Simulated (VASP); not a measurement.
# InAs (Fm-3m) in VASP: settings compared

The runs below take InAs through relaxation of cell and atoms, single point, with LDA, PBEsol.

Everything below comes from runs of VASP 6.6.1. Logs are shortened: lines on timing, memory, paths and dates and some standing lists are left out, and cuts for length are marked.

## Step 1: The cell of the first run

The structure is cubic, space group Fm-3m (No. 225). Conventional cell: a = 5.755 Å, b = 5.755 Å, c = 5.755 Å, α = 90.00°, β = 90.00°, γ = 90.00°. In (site symmetry m-3m) has 6 As at 2.88 Å within 3.8 Å. As (site symmetry m-3m) has 6 In at 2.88 Å within 3.8 Å.

## Step 2: Relaxation of cell and atoms, LDA

Contents of INCAR:

```
ALGO = Normal
EDIFF = 1E-6
EDIFFG = -0.01
ENCUT = 600
IBRION = 2
ISIF = 3
ISMEAR = -1
LASPH = T
LCHARG = F
LREAL = F
LWAVE = F
NELM = 60
NSW = 60
PREC = Accurate
SIGMA = 0.05
```

Contents of KPOINTS:

```
k-points
0
Gamma
  8 8 8
```

Contents of POSCAR:

```
InAs
1.0
    0.0000000000      2.8773040000      2.8773040000
    2.8773040000      0.0000000000      2.8773040000
    2.8773040000      2.8773040000      0.0000000000
In As
1 1
Direct
    0.5000000000      0.5000000000      0.5000000000
    0.0000000000      0.0000000000      0.0000000000
```

Potentials or basis: VASP PAW LDA potentials, release 64 (In_d, As).

The run is started by

```console
> cat potpaw_LDA.64/In_d/POTCAR potpaw_LDA.64/As/POTCAR > POTCAR
> mpirun -np 1 vasp_std > vasp.out
```

OUTCAR:

```text
EDIFF = 1E-6
   EDIFFG = -0.01
   ENCUT = 600
   IBRION = 2
   ISIF = 3
   ISMEAR = -1
   LASPH = T
   LREAL = F
   NELM = 60
   NSW = 60
   PREC = Accurate

 ion  position               nearest neighbor table
   1  0.500  0.500  0.500-   2 2.88   2 2.88   2 2.88   2 2.88   2 2.88   2 2.88
   2  0.000  0.000  0.000-   1 2.88   1 2.88   1 2.88   1 2.88   1 2.88   1 2.88

  LATTYP: Found a face centered cubic cell.
 ALAT       =     5.7546080000

  Lattice vectors:

 A1 = (   0.0000000000,   2.8773040000,   2.8773040000)
 A2 = (   2.8773040000,   0.0000000000,   2.8773040000)
 A3 = (   2.8773040000,   2.8773040000,   0.0000000000)

Analysis of symmetry for initial positions (statically):
=====================================================================
 Subroutine PRICEL returns:
 Original cell was already a primitive cell.

 Routine SETGRP: Setting up the symmetry group for a
 face centered cubic supercell.

 Subroutine GETGRP returns: Found 48 space group operations
 (whereof 48 operations were pure point group operations)
 out of a pool of 48 trial point group operations.

The static configuration has the point symmetry O_h .

Analysis of symmetry for dynamics (positions and initial velocities):
=====================================================================
 Subroutine PRICEL returns:
 Original cell was already a primitive cell.

 Routine SETGRP: Setting up the symmetry group for a
 face centered cubic supercell.

 Subroutine GETGRP returns: Found 48 space group operations
 (whereof 48 operations were pure point group operations)
 out of a pool of 48 trial point group operations.

The dynamic configuration has the point symmetry O_h .

 Subroutine INISYM returns: Found 48 space group operations
 (whereof 48 operations are pure point group operations),
 and found     1 'primitive' translations

----------------------------------------------------------------------------------------

                                     Primitive cell

  volume of cell :      47.6417

  direct lattice vectors                    reciprocal lattice vectors
     0.000000000  2.877304000  2.877304000    -0.173773783  0.173773783  0.173773783
     2.877304000  0.000000000  2.877304000     0.173773783 -0.173773783  0.173773783
     2.877304000  2.877304000  0.000000000     0.173773783  0.173773783 -0.173773783

  length of vectors
     4.069122340  4.069122340  4.069122340     0.300985021  0.300985021  0.300985021

  position of ions in fractional coordinates (direct lattice)
     0.500000000  0.500000000  0.500000000
     0.000000000  0.000000000  0.000000000

  ion indices of the primitive-cell ions
   primitive index   ion index
                 1           1
                 2           2

----------------------------------------------------------------------------------------

 KPOINTS: k-points

Automatic generation of k-mesh.
 Grid dimensions read from file:
 generate k-points for:    8    8    8

 Generating k-lattice:

  Cartesian coordinates                     Fractional coordinates (reciprocal lattice)
    -0.021721723  0.021721723  0.021721723     0.125000000  0.000000000  0.000000000
     0.021721723 -0.021721723  0.021721723     0.000000000  0.125000000  0.000000000
     0.021721723  0.021721723 -0.021721723     0.000000000  0.000000000  0.125000000

  Length of vectors
     0.037623128  0.037623128  0.037623128

  Shift w.r.t. Gamma in fractional coordinates (k-lattice)
     0.000000000  0.000000000  0.000000000

 Subroutine IBZKPT returns following result:
 ===========================================

 Found     29 irreducible k-points:

 Following reciprocal coordinates:
            Coordinates               Weight
  0.000000  0.000000  0.000000      1.000000
  0.125000  0.000000  0.000000      8.000000
  0.250000  0.000000  0.000000      8.000000
  0.375000  0.000000  0.000000      8.000000
  0.500000  0.000000  0.000000      4.000000
  0.125000  0.125000  0.000000      6.000000
[... 16 lines left out ...]
  0.500000  0.250000  0.125000     48.000000
 -0.375000  0.250000  0.125000     24.000000
 [... further k-points ...]
   k-points           NKPTS =     29   k-points in BZ     NKDIM =     29   number of bands    NBANDS=     13
   number of dos      NEDOS =    301   number of ions     NIONS =      2
   total plane-waves  NPLWV =  46656
   dimension x,y,z NGX =    36 NGY =   36 NGZ =   36
   dimension x,y,z NGXF=    72 NGYF=   72 NGZF=   72
   ions per type =               1   1
   NGX,Y,Z   is equivalent  to a cutoff of  14.71, 14.71, 14.71 a.u.
   NGXF,Y,Z  is equivalent  to a cutoff of  29.42, 29.42, 29.42 a.u.
 SYSTEM =  unknown system
   PREC   = accura    normal or accurate (medium, high low for compatibility)
   ISTART =      0    job   : 0-new  1-cont  2-samecut
   ICHARG =      2    charge: 1-file 2-atom 10-const
   ISPIN  =      1    spin polarized calculation?
   LNONCOLLINEAR =      F non collinear calculations
   LSORBIT =      F    spin-orbit coupling
   LASPH  =      T    aspherical Exc in radial PAW
   ENCUT  =  600.0 eV  44.10 Ry    6.64 a.u.   8.13  8.13  8.13*2*pi/ulx,y,z
   NELM   =     60;   NELMIN=  2; NELMDL= -5     # of ELM steps
   EDIFF  = 0.1E-05   stopping-criterion for ELM
   LREAL  =      F    real-space projection
   EDIFFG = -.1E-01   stopping-criterion for IOM
   NSW    =     60    number of steps for IOM
   IBRION =      2    ionic relax: 0-MD 1-quasi-New 2-CG
   NFREE  =      1    steps in history (QN), initial steepest desc. (CG)
   ISIF   =      3    stress and relaxation
   ISYM   =      2    0-nonsym 1-usesym 2-fastsym
   POTIM  = 0.5000    time-step for ionic-motion
   TEBEG  =    0.0;   TEEND  =   0.0 temperature during run
   PSTRESS=    0.0 pullay stress
   NELECT =      18.0000    total number of electrons
   NUPDOWN=      -1.0000    fix difference up-down
   EMIN   =  10.00;   EMAX   =-10.00  energy-range for DOS
   EFERMI =   0.00;   METHOD = LEGACY
   ISMEAR =    -1;   SIGMA  =   0.05  broadening in eV -4-tet -1-fermi 0-gaus
   EFERMI_NEDOS =   21; number of points for ismear=-14 and -15
   IALGO  =     38    algorithm
   IMIX   =      4    mixing-type and parameters
     AMIX     =   0.40;   BMIX     =  1.00
     AMIX_MAG =   1.60;   BMIX_MAG =  1.00
  volume/ion in A,a.u.               =      23.82       160.75
  Fermi-wavevector in a.u.,A,eV,Ry     =   1.183505  2.236499 19.057448  1.400683
  Thomas-Fermi vector in A             =   2.319738
   LORBIT       =      0    0 simple, 1 ext, 2 COOP (PROOUT), +10 PAW based schemes
   GGA     = CA    functional components
   LHFCALC =     F    Hartree Fock is set to
   AEXX    =    0.0000 exact exchange contribution
   IVDW    =     0    specifies the selected vdW correction
   LEPSILON=     F    determine dielectric tensor
   LRPA    =     F    only Hartree local field effects (RPA)
 conjugate gradient relaxation of ions
 non-spin polarized calculation
  energy-cutoff  :      600.00
  volume of cell :       47.64
 maximum number of plane-waves:      1639
 NGX is ok and might be reduce to    36
   NGX = 17   NGY = 17   NGZ = 17

--------------------------------------- Ionic step        1  -------------------------------------------

 number of electron      18.0000003 magnetization

 Free energy of the ion-electron system (eV)
  ---------------------------------------------------
  ext. energy  EPLUGINS =         0.00000000
  ---------------------------------------------------
  free energy    TOTEN  =        -8.70355217 eV

  energy without entropy =       -8.69344054  energy(sigma->0) =       -8.69849636

------------------------ aborting loop because EDIFF is reached ----------------------------------------

  FORCE on cell =-STRESS in cart. coord.  units (eV):
  Direction    XX          YY          ZZ          XY          YZ          ZX
  --------------------------------------------------------------------------------------
  -------------------------------------------------------------------------------------
  Total       -1.4553775     -1.4553775     -1.4553775      0.0000000      0.0000000     -0.0000000
  in kB      -48.9439462    -48.9439462    -48.9439462      0.0000000      0.0000000     -0.0000000
  external PRESSURE =     -48.9439462 kB  Pullay stress =       0.0000000 kB
[... 57 lines left out ...]
  energy  without entropy=       -8.7419649658  energy(sigma->0) =       -8.74679589

--------------------------------------- Ionic step        3  -------------------------------------------

 number of electron      17.9999999 magnetization

 Free energy of the ion-electron system (eV)
  ---------------------------------------------------
  ext. energy  EPLUGINS =         0.00000000
  ---------------------------------------------------
  free energy    TOTEN  =        -8.76162292 eV

  energy without entropy =       -8.75213379  energy(sigma->0) =       -8.75687836

 E-fermi :   6.6532     XC(G=0): -10.6860

 val. band max:        6.5576509140   @ k =  -0.2500   0.2500   0.0000
 cond. band min:       6.7005258780   @ k =  -0.3750   0.1250   0.0000
 fundamental gap:      0.1428749640
 Fermi energy:         6.6532061158

 k-point     1 :       0.0000    0.0000    0.0000
  band No.  band energies     occupation
      1      -7.6842      2.00000
      2      -7.6842      2.00000
      3      -7.6561      2.00000
      4      -7.6561      2.00000
      5      -7.6561      2.00000
      6      -6.0190      2.00000
      7       6.3749      1.99237
      8       6.3924      1.98920
      9       6.3924      1.98920
     10       6.3924      1.98920
     11      13.9550      0.00000
     12      13.9550      0.00000
     13      13.9550      0.00000
[... 353 lines left out ...]
 k-point    24 :      -0.3750    0.2500    0.1250
  band No.  band energies     occupation
      1      -7.8548      2.00000
      2      -7.7229      2.00000
      3      -7.6461      2.00000
      4      -7.6145      2.00000
      5      -7.5752      2.00000
      6      -3.6081      2.00000
      7       0.2530      2.00000
      8       4.1488      2.00000
      9       4.9749      2.00000
     10       8.9125      0.00000
     11       9.9640      0.00000
     12      12.7895      0.00000
     13      14.3527      0.00000

 [... further k-points ...]

------------------------ aborting loop because EDIFF is reached ----------------------------------------

  FORCE on cell =-STRESS in cart. coord.  units (eV):
  Direction    XX          YY          ZZ          XY          YZ          ZX
  --------------------------------------------------------------------------------------
  -------------------------------------------------------------------------------------
  Total        0.0014847      0.0014847      0.0014847     -0.0000000     -0.0000000     -0.0000000
  in kB        0.0539244      0.0539244      0.0539244     -0.0000000     -0.0000000     -0.0000000
  external PRESSURE =       0.0539244 kB  Pullay stress =       0.0000000 kB
[... 17 lines left out ...]
  FREE ENERGIE OF THE ION-ELECTRON SYSTEM (eV)
  ---------------------------------------------------
  free  energy   TOTEN  =        -8.7616229185 eV

  energy  without entropy=       -8.7521337920  energy(sigma->0) =       -8.75687836

 reached required accuracy - stopping structural energy minimisation
```

It took 95 s on 1 thread of Intel Xeon 6975P-C, shared host; peak memory 0.19 GiB.

What came out:

```yaml
Free_energy: -8.7616 eV
Relaxed_volume: 22.06 Å³/atom
Relaxed_cell: a = 3.966 Å, b = 3.966 Å, c = 3.966 Å, α = 60.00°, β = 60.00°, γ = 60.00°
Space_group_after_relaxing_to_0.05_Å: Fm-3m (No. 225)
Energy_gained_by_relaxing: 29.0 meV/atom
Ionic_steps: 3
Pressure_after_relaxing: 0.0 GPa
Band_gap_on_the_k_mesh: zero (band 9 reaches 7.04 eV, above the bottom of band 10 at 4.17 eV)
```

The path:
| step | energy change (eV) | largest force (eV/Å) | pressure (GPa) | volume (Å³) |
| --- | --- | --- | --- | --- |
| 1 | 0.0000 | 0.0000 | -4.89 | 47.64 |
| 2 | -0.0481 | 0.0000 | 2.49 | 42.80 |
| 3 | -0.0581 | 0.0000 | 0.01 | 44.11 |

Final structure:
```
CELL_PARAMETERS angstrom
0.00000 2.80446 2.80446
2.80446 0.00000 2.80446
2.80446 2.80446 0.00000
ATOMIC_POSITIONS crystal
In 0.50000 0.50000 0.50000
As 0.00000 0.00000 0.00000
```

Caveat: spin-orbit coupling is left out, which moves the levels of the heavy elements.

## Step 3: Relaxation of cell and atoms, PBEsol

Contents of INCAR:

```
ALGO     = Normal         # electronic algorithm
EDIFF    = 1E-6           # SCF threshold, eV
EDIFFG   = -0.01          # ionic threshold
ENCUT    = 600            # plane-wave cutoff, eV
GGA      = PS             # functional
IBRION   = 2              # ionic algorithm
ISIF     = 3              # what is computed and relaxed
ISMEAR   = -1             # smearing method
LASPH    = T              # aspherical terms in the spheres
LCHARG   = F              # write CHGCAR
LREAL    = F              # projectors in reciprocal space
LWAVE    = F              # write WAVECAR
NELM     = 100            # most SCF steps
NSW      = 60             # ionic steps
PREC     = Accurate       # precision mode
SIGMA    = 0.05           # smearing width, eV
```

KPOINTS is that of step 2.

POSCAR is that of step 2.

Potentials or basis: VASP PAW PBE potentials, release 64 (In_d, As).

The run is started by

```console
> cat potpaw_PBE.64/In_d/POTCAR potpaw_PBE.64/As/POTCAR > POTCAR
> mpirun -np 1 vasp_std > vasp.out
```

Run time: 97 s. Hardware: 1 thread of Intel Xeon 6975P-C, shared host; peak memory 0.22 GiB.

Results (log left out):

* Free energy: -8.2129 eV
* Relaxed volume: 22.65 Å³/atom
* Relaxed cell: a = 4.001 Å, b = 4.001 Å, c = 4.001 Å, α = 60.00°, β = 60.00°, γ = 60.00°
* Space group after relaxing (to 0.05 Å): Fm-3m (No. 225)
* Energy gained by relaxing: 12.2 meV/atom
* Ionic steps: 3
* Pressure after relaxing: 0.0 GPa
* Band gap on the k mesh: zero (band 9 reaches 6.72 eV, above the bottom of band 10 at 3.94 eV)

The path:
```
step  energy change (eV)  largest force (eV/Å)  pressure (GPa)  volume (Å³)
   1              0.0000                0.0000           -3.20        47.64
   2             -0.0206                0.0000            1.45        44.44
   3             -0.0244                0.0000            0.04        45.30
```

Final structure:
```cif
data_structure
_symmetry_space_group_name_H-M 'P 1'
_symmetry_Int_Tables_number 1
_cell_length_a 4.0015
_cell_length_b 4.0015
_cell_length_c 4.0015
_cell_angle_alpha 60.000
_cell_angle_beta 60.000
_cell_angle_gamma 60.000
_cell_volume 45.30
loop_
_atom_site_label
_atom_site_type_symbol
_atom_site_fract_x
_atom_site_fract_y
_atom_site_fract_z
_atom_site_occupancy
In1 In 0.50000 0.50000 0.50000 1
As1 As 0.00000 0.00000 0.00000 1
```

Levels at points of the mesh, in eV from the Fermi level:
```tsv
k point	band 6	band 7	band 8	band 9	band 10	band 11	band 12	band 13
(0.00, 0.00, 0.00)	-12.47	-0.37	-0.24	-0.24	-0.24	7.18	7.18	7.18
(0.50, 0.00, 0.00)	-10.64	-6.81	0.20	0.20	2.09	3.24	3.24	4.69
(0.50, 0.50, 0.00)	-9.61	-5.04	-2.94	-2.41	-2.41	3.72	9.55	9.55
```

Caveat: the PAW data sets were made with another functional, which shifts forces and pressure a little; spin-orbit coupling is left out, which moves the levels of the heavy elements.

(Continued in part 2 of 2.)
